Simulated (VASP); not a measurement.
# ZnSe (F-43m) in VASP: further runs, part 2 of 2

VASP 6.6.1. Earlier steps stand in the parts before.

### 3 G0W0 quasiparticle levels, PBE

Input file POSCAR:

```
ZnSe
1.0
    0.0000000000      2.8324206815      2.8324206815
    2.8324206815      0.0000000000      2.8324206815
    2.8324206815      2.8324206815      0.0000000000
Zn Se
1 1
Direct
    0.0000000000      0.0000000000      0.0000000000
    0.2500000000      0.2500000000      0.2500000000
```

Input file INCAR.step1:

```
PREC = Accurate
ENCUT = 500
EDIFF = 1E-8
ISMEAR = 0
SIGMA = 0.01
LREAL = F
LASPH = T
NELM = 80
ALGO = Normal
LWAVE = T
LCHARG = F
GGA = PE
```

Input file INCAR.step2:

```
PREC = Accurate
ENCUT = 500
EDIFF = 1E-8
ISMEAR = 0
SIGMA = 0.01
LREAL = F
LASPH = T
NELM = 1
ALGO = Exact
LWAVE = T
LCHARG = F
GGA = PE
NBANDS = 179
LOPTICS = T
ISTART = 1
```

Input file INCAR.step3:

```
PREC = Accurate
ENCUT = 500
EDIFF = 1E-8
ISMEAR = 0
SIGMA = 0.01
LREAL = F
LASPH = T
ALGO = EVGW0
LWAVE = F
LCHARG = F
GGA = PE
NELMGW = 1
NBANDS = 179
ENCUTGW = 140.0
NOMEGA = 96
PRECFOCK = Fast
ISTART = 1
NBANDSGW = 17
OMEGAMAX = 20
```

Input file KPOINTS:

```
regular mesh
0
Gamma
  4 4 4
```

Potentials or basis: VASP PAW PBE potentials, release 64 (Zn_GW, Se_GW).

Command:

```sh
cat potpaw_PBE.64/Zn_GW/POTCAR potpaw_PBE.64/Se_GW/POTCAR > POTCAR
cp INCAR.step1 INCAR
mpirun -np 1 vasp_std > vasp.out
cp INCAR.step2 INCAR
mpirun -np 1 vasp_std > vasp.out
cp INCAR.step3 INCAR
mpirun -np 1 vasp_std > vasp.out
```

OUTCAR:

```text
PREC = Accurate
   ENCUT = 500
   EDIFF = 1E-8
   ISMEAR = 0
   LREAL = F
   LASPH = T
   GGA = PE
   NELMGW = 1
   ENCUTGW = 140.0
   PRECFOCK = Fast
   ISTART = 1

 ion  position               nearest neighbor table
   1  0.000  0.000  0.000-   2 2.45   2 2.45   2 2.45   2 2.45
   2  0.250  0.250  0.250-   1 2.45   1 2.45   1 2.45   1 2.45

  LATTYP: Found a face centered cubic cell.
 ALAT       =     5.6648413630

  Lattice vectors:

 A1 = (   0.0000000000,   2.8324206815,   2.8324206815)
 A2 = (   2.8324206815,   0.0000000000,   2.8324206815)
 A3 = (   2.8324206815,   2.8324206815,   0.0000000000)

Analysis of symmetry for initial positions (statically):
=====================================================================
 Subroutine PRICEL returns:
 Original cell was already a primitive cell.

 Routine SETGRP: Setting up the symmetry group for a
 face centered cubic supercell.

 Subroutine GETGRP returns: Found 24 space group operations
 (whereof 24 operations were pure point group operations)
 out of a pool of 48 trial point group operations.

The static configuration has the point symmetry T_d .

Analysis of symmetry for dynamics (positions and initial velocities):
=====================================================================
 Subroutine PRICEL returns:
 Original cell was already a primitive cell.

 Routine SETGRP: Setting up the symmetry group for a
 face centered cubic supercell.

 Subroutine GETGRP returns: Found 24 space group operations
 (whereof 24 operations were pure point group operations)
 out of a pool of 48 trial point group operations.

The dynamic configuration has the point symmetry T_d .

 Subroutine INISYM returns: Found 24 space group operations
 (whereof 24 operations are pure point group operations),
 and found     1 'primitive' translations

----------------------------------------------------------------------------------------

                                     Primitive cell

  volume of cell :      45.4468

  direct lattice vectors                    reciprocal lattice vectors
     0.000000000  2.832420681  2.832420681    -0.176527450  0.176527450  0.176527450
     2.832420681  0.000000000  2.832420681     0.176527450 -0.176527450  0.176527450
     2.832420681  2.832420681  0.000000000     0.176527450  0.176527450 -0.176527450

  length of vectors
     4.005647742  4.005647742  4.005647742     0.305754512  0.305754512  0.305754512

  position of ions in fractional coordinates (direct lattice)
     0.000000000  0.000000000  0.000000000
     0.250000000  0.250000000  0.250000000

  ion indices of the primitive-cell ions
   primitive index   ion index
                 1           1
                 2           2

----------------------------------------------------------------------------------------

 KPOINTS: regular mesh

Automatic generation of k-mesh.
 Grid dimensions read from file:
 generate k-points for:    4    4    4

 Generating k-lattice:

  Cartesian coordinates                     Fractional coordinates (reciprocal lattice)
    -0.044131862  0.044131862  0.044131862     0.250000000  0.000000000  0.000000000
     0.044131862 -0.044131862  0.044131862     0.000000000  0.250000000  0.000000000
     0.044131862  0.044131862 -0.044131862     0.000000000  0.000000000  0.250000000

  Length of vectors
     0.076438628  0.076438628  0.076438628

  Shift w.r.t. Gamma in fractional coordinates (k-lattice)
     0.000000000  0.000000000  0.000000000

 Subroutine IBZKPT returns following result:
 ===========================================

 Found      8 irreducible k-points:

 Following reciprocal coordinates:
            Coordinates               Weight
  0.000000  0.000000  0.000000      1.000000
  0.250000  0.000000  0.000000      8.000000
  0.500000  0.000000  0.000000      4.000000
  0.250000  0.250000  0.000000      6.000000
  0.500000  0.250000  0.000000     24.000000
 -0.250000  0.250000  0.000000     12.000000
  0.500000  0.500000  0.000000      3.000000
 -0.250000  0.500000  0.250000      6.000000
   k-points           NKPTS =      8   k-points in BZ     NKDIM =     64   number of bands    NBANDS=    179
   number of dos      NEDOS =    301   number of ions     NIONS =      2
   total plane-waves  NPLWV =  27000
   dimension x,y,z NGX =    30 NGY =   30 NGZ =   30
   dimension x,y,z NGXF=    60 NGYF=   60 NGZF=   60
   ions per type =               1   1
   NGX,Y,Z   is equivalent  to a cutoff of  12.45, 12.45, 12.45 a.u.
   NGXF,Y,Z  is equivalent  to a cutoff of  24.90, 24.90, 24.90 a.u.
 SYSTEM =  unknown system
   PREC   = accura    normal or accurate (medium, high low for compatibility)
   ISTART =      1    job   : 0-new  1-cont  2-samecut
   ICHARG =      0    charge: 1-file 2-atom 10-const
   ISPIN  =      1    spin polarized calculation?
   LNONCOLLINEAR =      F non collinear calculations
   LSORBIT =      F    spin-orbit coupling
   LASPH  =      T    aspherical Exc in radial PAW
   ENCUT  =  500.0 eV  36.75 Ry    6.06 a.u.   7.30  7.30  7.30*2*pi/ulx,y,z
   NELM   =     60;   NELMIN=  2; NELMDL=  0     # of ELM steps
   EDIFF  = 0.1E-07   stopping-criterion for ELM
   LREAL  =      F    real-space projection
   EDIFFG = 0.1E-06   stopping-criterion for IOM
   NSW    =      0    number of steps for IOM
   IBRION =     -1    ionic relax: 0-MD 1-quasi-New 2-CG
   NFREE  =      0    steps in history (QN), initial steepest desc. (CG)
   ISIF   =      0    stress and relaxation
   ISYM   =      3    0-nonsym 1-usesym 2-fastsym
   POTIM  = 0.5000    time-step for ionic-motion
   TEBEG  =    0.0;   TEEND  =   0.0 temperature during run
   PSTRESS=    0.0 pullay stress
   NELECT =      18.0000    total number of electrons
   NUPDOWN=      -1.0000    fix difference up-down
   EMIN   =  10.00;   EMAX   =-10.00  energy-range for DOS
   EFERMI =   0.00;   METHOD = LEGACY
   ISMEAR =     0;   SIGMA  =   0.01  broadening in eV -4-tet -1-fermi 0-gaus
   EFERMI_NEDOS =   21; number of points for ismear=-14 and -15
   IALGO  =     38    algorithm
   IMIX   =      4    mixing-type and parameters
     AMIX     =   0.40;   BMIX     =  1.00
     AMIX_MAG =   1.60;   BMIX_MAG =  1.00
  volume/ion in A,a.u.               =      22.72       153.35
  Fermi-wavevector in a.u.,A,eV,Ry     =   1.202259  2.271939 19.666213  1.445426
  Thomas-Fermi vector in A             =   2.338045
   LORBIT       =      0    0 simple, 1 ext, 2 COOP (PROOUT), +10 PAW based schemes
   GGA     = PE    functional components
   LHFCALC =     T    Hartree Fock is set to
   PRECFOCK=fast      Normal, Fast or Accurate (Low or Medium for compatibility)
   ENCUT4O =  -1.0   cutoff for four orbital integrals eV
   NKREDX  =     1    reduce k-point grid by
   NKREDY  =     1    reduce k-point grid by
   NKREDZ  =     1    reduce k-point grid by
   AEXX    =    1.0000 exact exchange contribution
   HFSCREEN=    0.0000 screening length (either q_TF or 0.3 A-1)
   HFSCREENC=   0.0000 screening length for correlation (either q_TF or 0.3 A-1)
   ENCUTFOCK=  -1.0 apply spherical cutoff to Coloumb kernel
   IVDW    =     0    specifies the selected vdW correction
   LEPSILON=     F    determine dielectric tensor
   LRPA    =     F    only Hartree local field effects (RPA)
   LRPAFORCE           =     F    calculate RPA forces
   ENCUTGW             = 140.0    cutoff for response function in eV
   ENCUTGWSOFT         = 112.0    soft cutoff for Coulomb kernel in GW response function in eV
   ENCUTLF             =  -1.0    cutoff for local field effects
   NELMGW              =     1    number of iterations in solving QP/BSE equation
   NELMHF              =     1    number of iterations in the inner HF iteration
   NKREDLFX            =     1    NKREDLFY  =   1   NKREDLFZ  =   1
 non-spin polarized calculation
 Gauss-broadening in eV      SIGMA  =   0.01
  energy-cutoff  :      500.00
  volume of cell :       45.45
 maximum number of plane-waves:      1174
 NGX is ok and might be reduce to    30
  NGX = 18; NGY = 18; NGZ = 18
   NGX = 15   NGY = 15   NGZ = 15
 maximum number of plane-waves:       176
 NGX is ok and might be reduce to    18

 QP shifts <psi_nk| G(iteration)W_0 |psi_nk>: iteration 1
 for sc-GW calculations column KS-energies equals QP-energies in previous step
 and V_xc(KS)=  KS-energies - (<T + V_ion + V_H > + <T+V_H+V_ion>^1  + <V_x>^1)

 k-point   1 :       0.0000    0.0000    0.0000
  band No.  KS-energies  QP-energies   sigma(KS)   V_xc(KS)     V^pw_x(r,r')   Z            occupation Imag(sigma)

      1     -10.5740     -11.0793     -13.1026     -12.3143     -19.8487       0.6410       2.0000       1.0144
      2      -3.8874      -5.4856     -22.0872     -19.6823     -30.8557       0.6645       2.0000       0.1497
      3      -3.8874      -5.4856     -22.0872     -19.6823     -30.8557       0.6645       2.0000       0.1497
      4      -3.8874      -5.4856     -22.0872     -19.6823     -30.8557       0.6645       2.0000       0.1497
      5      -3.5191      -5.2090     -23.0103     -20.4961     -32.0550       0.6722       2.0000       0.1301
      6      -3.5191      -5.2090     -23.0103     -20.4961     -32.0550       0.6722       2.0000       0.1301
[... 9 lines left out ...]
     16      14.1333      14.2897     -10.1206     -10.3325      -5.0154       0.7382       0.0000      -0.2419
     17      15.7242      15.5249      -7.8789      -7.6132      -2.2731       0.7497       0.0000      -0.4864
[... 130 lines left out ...]
      1      -9.5032     -10.0080     -13.9375     -13.1853     -20.3859       0.6711       2.0000       0.9155
      2      -3.7703      -5.3726     -21.9076     -19.5192     -30.5391       0.6709       2.0000       0.1508
      3      -3.6809      -5.3289     -22.6908     -20.2283     -31.6814       0.6692       2.0000       0.1457
      4      -3.5514      -5.2021     -22.5540     -20.0963     -31.4021       0.6717       2.0000       0.1359
      5      -3.5486      -5.2297     -22.9877     -20.4860     -32.0669       0.6720       2.0000       0.1383
      6      -3.2166      -4.8710     -23.0142     -20.5676     -31.9887       0.6762       2.0000       0.1433
[... 9 lines left out ...]
     16      16.7622      16.7400      -9.2332      -9.2032      -3.4335       0.7390       0.0000      -0.5331
     17      17.3047      17.5547      -9.9577     -10.2974      -3.9197       0.7358       0.0000      -0.5467
```

It took 2.5 min on 1 thread of Intel Xeon 6975P-C (Granite Rapids), shared host; peak memory 0.48 GiB.

Results:

```yaml
Quasiparticle_gap: 2.39 eV
Least_direct_quasiparticle_gap: 2.39 eV
Band_gap_of_the_starting_levels_on_the_mesh: 1.27 eV
Least_direct_gap_of_the_starting_levels_on_the_mesh: 1.27 eV
```

Caveat: the k points lie up to 0.48 Å⁻¹ apart; bands, screening cutoff and mesh are small and nothing is extrapolated, so the quasiparticle values aren't converged.
